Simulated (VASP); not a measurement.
# GaGe3 in VASP: further runs, part 2 of 2

VASP 6.6.1. The steps go on from the part before.

**4. Single point, PBE**

File INCAR:

```
SYSTEM = GaGe3
ALGO = Normal
EDIFF = 1E-6
ENCUT = 500
GGA = PE
GGA_COMPAT = .FALSE.
ISIF = 2
ISMEAR = -1
LASPH = .TRUE.
LCHARG = .FALSE.
LREAL = .FALSE.
LWAVE = .FALSE.
NBANDS = 36
NELM = 120
PREC = Accurate
SIGMA = 0.02
```

File KPOINTS:

```
k-points
0
G
  7 7 7
  0 0 0
```

File POSCAR:

```
GaGe3
1.0
    0.0000000000      3.3871670000      3.3871670000
    3.3871670000      0.0000000000      3.3871670000
    3.3871670000      3.3871670000      0.0000000000
Ge Ga
3 1
Direct
    0.5000000000      0.5000000000      0.5000000000
    0.7500000000      0.7500000000      0.7500000000
    0.2485238401      0.2485238401      0.2514761599
    0.0000000000      0.0000000000      0.0000000000
```

Potentials or basis: VASP PAW PBE potentials, release 64 (Ge_d, Ga_d).

Run with:

```console
$ cat potpaw_PBE.64/Ge_d/POTCAR potpaw_PBE.64/Ga_d/POTCAR > POTCAR
$ mpirun -np 1 vasp_std > vasp.out
```

OUTCAR:

```text
SYSTEM = GaGe3
   EDIFF = 1E-6
   ENCUT = 500
   GGA = PE
   ISIF = 2
   ISMEAR = -1
   LASPH = .TRUE.
   LREAL = .FALSE.
   NELM = 120
   PREC = Accurate

 ion  position               nearest neighbor table
   1  0.500  0.500  0.500-
   2  0.750  0.750  0.750-
   3  0.249  0.249  0.251-
   4  0.000  0.000  0.000-

  LATTYP: Found a face centered cubic cell.
 ALAT       =     6.7743340000

  Lattice vectors:

 A1 = (   0.0000000000,   3.3871670000,   3.3871670000)
 A2 = (   3.3871670000,   0.0000000000,   3.3871670000)
 A3 = (   3.3871670000,   3.3871670000,   0.0000000000)

Analysis of symmetry for initial positions (statically):
=====================================================================
 Subroutine PRICEL returns:
 Original cell was already a primitive cell.

 Routine SETGRP: Setting up the symmetry group for a
 face centered cubic supercell.

 Subroutine GETGRP returns: Found  4 space group operations
 (whereof  4 operations were pure point group operations)
 out of a pool of 48 trial point group operations.

The static configuration has the point symmetry C_2v.

Analysis of symmetry for dynamics (positions and initial velocities):
=====================================================================
 Subroutine PRICEL returns:
 Original cell was already a primitive cell.

 Routine SETGRP: Setting up the symmetry group for a
 face centered cubic supercell.

 Subroutine GETGRP returns: Found  4 space group operations
 (whereof  4 operations were pure point group operations)
 out of a pool of 48 trial point group operations.

The dynamic configuration has the point symmetry C_2v.

 Subroutine INISYM returns: Found  4 space group operations
 (whereof  4 operations are pure point group operations),
 and found     1 'primitive' translations

----------------------------------------------------------------------------------------

                                     Primitive cell

  volume of cell :      77.7213

  direct lattice vectors                    reciprocal lattice vectors
     0.000000000  3.387167000  3.387167000    -0.147615987  0.147615987  0.147615987
     3.387167000  0.000000000  3.387167000     0.147615987 -0.147615987  0.147615987
     3.387167000  3.387167000  0.000000000     0.147615987  0.147615987 -0.147615987

  length of vectors
     4.790177509  4.790177509  4.790177509     0.255678390  0.255678390  0.255678390

  position of ions in fractional coordinates (direct lattice)
     0.500000000  0.500000000  0.500000000
     0.750000000  0.750000000  0.750000000
     0.248523840  0.248523840  0.251476160
     0.000000000  0.000000000  0.000000000

  ion indices of the primitive-cell ions
   primitive index   ion index
                 1           1
                 2           2
                 3           3
                 4           4

----------------------------------------------------------------------------------------

 KPOINTS: k-points

Automatic generation of k-mesh.
 Grid dimensions read from file:
 generate k-points for:    7    7    7

 Generating k-lattice:

  Cartesian coordinates                     Fractional coordinates (reciprocal lattice)
    -0.021087998  0.021087998  0.021087998     0.142857143  0.000000000  0.000000000
     0.021087998 -0.021087998  0.021087998     0.000000000  0.142857143  0.000000000
     0.021087998  0.021087998 -0.021087998     0.000000000  0.000000000  0.142857143

  Length of vectors
     0.036525484  0.036525484  0.036525484

  Shift w.r.t. Gamma in fractional coordinates (k-lattice)
     0.000000000  0.000000000  0.000000000

 Subroutine IBZKPT returns following result:
 ===========================================

 Found     64 irreducible k-points:

 Following reciprocal coordinates:
            Coordinates               Weight
  0.000000  0.000000  0.000000      1.000000
  0.142857  0.000000  0.000000      4.000000
  0.000000  0.000000  0.142857      4.000000
  0.285714  0.000000  0.000000      4.000000
  0.000000  0.000000  0.285714      4.000000
  0.428571  0.000000  0.000000      4.000000
[... 16 lines left out ...]
  0.000000 -0.285714  0.142857      8.000000
  0.142857  0.000000 -0.285714      8.000000
 [... further k-points ...]
   k-points           NKPTS =     64   k-points in BZ     NKDIM =     64   number of bands    NBANDS=     36
   number of dos      NEDOS =    301   number of ions     NIONS =      4
   total plane-waves  NPLWV =  46656
   dimension x,y,z NGX =    36 NGY =   36 NGZ =   36
   dimension x,y,z NGXF=    72 NGYF=   72 NGZF=   72
   ions per type =               3   1
   NGX,Y,Z   is equivalent  to a cutoff of  12.49, 12.49, 12.49 a.u.
   NGXF,Y,Z  is equivalent  to a cutoff of  24.99, 24.99, 24.99 a.u.
 SYSTEM =  GaGe3
   PREC   = accura    normal or accurate (medium, high low for compatibility)
   ISTART =      0    job   : 0-new  1-cont  2-samecut
   ICHARG =      2    charge: 1-file 2-atom 10-const
   ISPIN  =      1    spin polarized calculation?
   LNONCOLLINEAR =      F non collinear calculations
   LSORBIT =      F    spin-orbit coupling
   LASPH  =      T    aspherical Exc in radial PAW
   ENCUT  =  500.0 eV  36.75 Ry    6.06 a.u.   8.73  8.73  8.73*2*pi/ulx,y,z
   NELM   =    120;   NELMIN=  2; NELMDL= -5     # of ELM steps
   EDIFF  = 0.1E-05   stopping-criterion for ELM
   LREAL  =      F    real-space projection
   EDIFFG = 0.1E-04   stopping-criterion for IOM
   NSW    =      0    number of steps for IOM
   IBRION =     -1    ionic relax: 0-MD 1-quasi-New 2-CG
   NFREE  =      0    steps in history (QN), initial steepest desc. (CG)
   ISIF   =      2    stress and relaxation
   ISYM   =      2    0-nonsym 1-usesym 2-fastsym
   POTIM  = 0.5000    time-step for ionic-motion
   TEBEG  =    0.0;   TEEND  =   0.0 temperature during run
   PSTRESS=    0.0 pullay stress
   NELECT =      55.0000    total number of electrons
   NUPDOWN=      -1.0000    fix difference up-down
   EMIN   =  10.00;   EMAX   =-10.00  energy-range for DOS
   EFERMI =   0.00;   METHOD = LEGACY
   ISMEAR =    -1;   SIGMA  =   0.02  broadening in eV -4-tet -1-fermi 0-gaus
   EFERMI_NEDOS =   21; number of points for ismear=-14 and -15
   IALGO  =     38    algorithm
   IMIX   =      4    mixing-type and parameters
     AMIX     =   0.40;   BMIX     =  1.00
     AMIX_MAG =   1.60;   BMIX_MAG =  1.00
  volume/ion in A,a.u.               =      19.43       131.12
  Fermi-wavevector in a.u.,A,eV,Ry     =   1.458867  2.756859 28.957195  2.128294
  Thomas-Fermi vector in A             =   2.575501
   LORBIT       =      0    0 simple, 1 ext, 2 COOP (PROOUT), +10 PAW based schemes
   GGA     = PE    functional components
   LHFCALC =     F    Hartree Fock is set to
   AEXX    =    0.0000 exact exchange contribution
   IVDW    =     0    specifies the selected vdW correction
   LEPSILON=     F    determine dielectric tensor
   LRPA    =     F    only Hartree local field effects (RPA)
 non-spin polarized calculation
  energy-cutoff  :      500.00
  volume of cell :       77.72
 maximum number of plane-waves:      1992
   NGX = 17   NGY = 17   NGZ = 17

 number of electron      55.0000036 magnetization

 Free energy of the ion-electron system (eV)
  ---------------------------------------------------
  ext. energy  EPLUGINS =         0.00000000
  ---------------------------------------------------
  free energy    TOTEN  =       -15.52144669 eV

  energy without entropy =      -15.52029818  energy(sigma->0) =      -15.52087243

 E-fermi :   6.1522     XC(G=0): -11.0859

 val. band max:        6.0305332521   @ k =  -0.4286   0.1429   0.0000
 cond. band min:       6.1972527940   @ k =   0.2857   0.0000   0.4286
 fundamental gap:      0.1667195420
 Fermi energy:         6.1521733331

 k-point     1 :       0.0000    0.0000    0.0000
  band No.  band energies     occupation
      1     -18.5678      2.00000
      2     -18.5678      2.00000
      3     -18.5635      2.00000
      4     -18.5633      2.00000
      5     -18.5631      2.00000
      6     -18.5407      2.00000
[... 28 lines left out ...]
     35      10.8982      0.00000
     36      15.8699      0.00000
[... 866 lines left out ...]
      6     -18.5335      2.00000
[... 28 lines left out ...]
     35      12.8854      0.00000
     36      14.1071      0.00000

 [... further k-points ...]

------------------------ aborting loop because EDIFF is reached ----------------------------------------

  FORCE on cell =-STRESS in cart. coord.  units (eV):
  Direction    XX          YY          ZZ          XY          YZ          ZX
  --------------------------------------------------------------------------------------
  -------------------------------------------------------------------------------------
  Total       -0.2699599     -0.2699599     -0.2699333      0.0042306      0.0000000      0.0000000
  in kB       -5.5650621     -5.5650621     -5.5645146      0.0872108      0.0000000      0.0000000
  external PRESSURE =      -5.5648796 kB  Pullay stress =       0.0000000 kB

 VOLUME and BASIS-vectors are now :
 -----------------------------------------------------------------------------
  energy-cutoff  :      500.00
  volume of cell :       77.72
      direct lattice vectors                 reciprocal lattice vectors
     0.000000000  3.387167000  3.387167000    -0.147615987  0.147615987  0.147615987
     3.387167000  0.000000000  3.387167000     0.147615987 -0.147615987  0.147615987
     3.387167000  3.387167000  0.000000000     0.147615987  0.147615987 -0.147615987

 POSITION                                       TOTAL-FORCE (eV/Angst)
 -----------------------------------------------------------------------------------
      3.38717      3.38717      3.38717         0.000000      0.000000     -0.005567
      5.08075      5.08075      5.08075         0.000000      0.000000     -0.005755
      1.69358      1.69358      1.68358        -0.000000     -0.000000      0.018853
      0.00000      0.00000      0.00000         0.000000      0.000000     -0.007531
 -----------------------------------------------------------------------------------
    total drift:                                0.000001      0.000001      0.000482

  FREE ENERGIE OF THE ION-ELECTRON SYSTEM (eV)
  ---------------------------------------------------
  free  energy   TOTEN  =       -15.5214466864 eV

  energy  without entropy=      -15.5202981750  energy(sigma->0) =      -15.52087243
```

OSZICAR:

```text
N       E                     dE             d eps       ncg     rms          rms(c)
DAV:   1     0.432701868848E+03    0.43270E+03   -0.26185E+04  5432   0.396E+03
DAV:   2     0.655713579939E+02   -0.36713E+03   -0.35765E+03  4624   0.752E+02
DAV:   3    -0.113867843243E+02   -0.76958E+02   -0.75879E+02  4980   0.201E+02
DAV:   4    -0.155020539640E+02   -0.41153E+01   -0.40853E+01  5388   0.524E+01
DAV:   5    -0.155868772392E+02   -0.84823E-01   -0.84792E-01  5268   0.855E+00    0.200E+00
DAV:   6    -0.155382528699E+02    0.48624E-01   -0.96730E-02  5648   0.345E+00    0.107E+00
DAV:   7    -0.155223729431E+02    0.15880E-01   -0.30459E-02  5980   0.162E+00    0.188E-01
DAV:   8    -0.155214091907E+02    0.96375E-03   -0.33258E-03  5324   0.726E-01    0.454E-02
DAV:   9    -0.155214370753E+02   -0.27885E-04   -0.49245E-04  5324   0.496E-01    0.260E-02
DAV:  10    -0.155214443927E+02   -0.73174E-05   -0.71808E-05  5664   0.294E-01    0.121E-02
DAV:  11    -0.155214462849E+02   -0.18923E-05   -0.15539E-05  7196   0.112E-01    0.250E-03
DAV:  12    -0.155214466864E+02   -0.40153E-06   -0.62603E-06  4688   0.476E-02
   1 F= -.15521447E+02 E0= -.15520872E+02  d E =-.114851E-02
```

stdout:

```text
POSCAR found type information on POSCAR GeGa
 POSCAR found :  2 types and       4 ions
 scaLAPACK will be used
 LDA part: xc-table for (Slater+PW92), standard interpolation
 POSCAR, INCAR and KPOINTS ok, starting setup
 FFT: planning ... GRIDC
 FFT: planning ... GRID_SOFT
 FFT: planning ... GRID
 WAVECAR not read
 entering main loop
```

It took 3.3 min on 1 thread of Intel Xeon 8259CL, shared host; peak memory 0.29 GiB.

What came out:

- Free energy: -15.5214 eV
- Pressure: -0.6 GPa
- Largest force: 0.019 eV/Å
- Band gap on the k mesh: zero (an odd number of electrons rules out a gap without spin polarisation)

Forces on the atoms (eV/Å):
```
Ge   0.000  0.000 -0.006
Ge   0.000  0.000 -0.006
Ge   0.000  0.000  0.019
Ga   0.000  0.000 -0.008
```

Levels at points of the mesh, in eV from the Fermi level:
| k point | band 24 | band 25 | band 26 | band 27 | band 28 | band 29 | band 30 | band 31 |
| --- | --- | --- | --- | --- | --- | --- | --- | --- |
| (0.00, 0.00, 0.00) | -1.56 | -1.56 | -1.56 | -1.29 | -1.28 | -1.26 | -1.19 | 0.26 |

**5. Overview**

```tsv
cell	gap on the mesh (eV)	pressure (GPa)	largest force (eV/Å)
as given, atomic positions A	none	-0.6	-
as given, atomic positions B	none	-0.6	0.02
as given, atomic positions C	none	-0.6	0.02
```

Alike in all rows: task single point; level PBE; potentials or basis VASP PAW PBE potentials, release 64 (Ge_d, Ga_d); no spin polarisation; k mesh 7 × 7 × 7; cutoff (eV) 500; smearing fermi-dirac 0.02 eV.

Total energies depend on the potentials used, so only differences within one code and one set of settings carry meaning.

The gap in the log of VASP goes by the Fermi energy; the results here count the filled bands.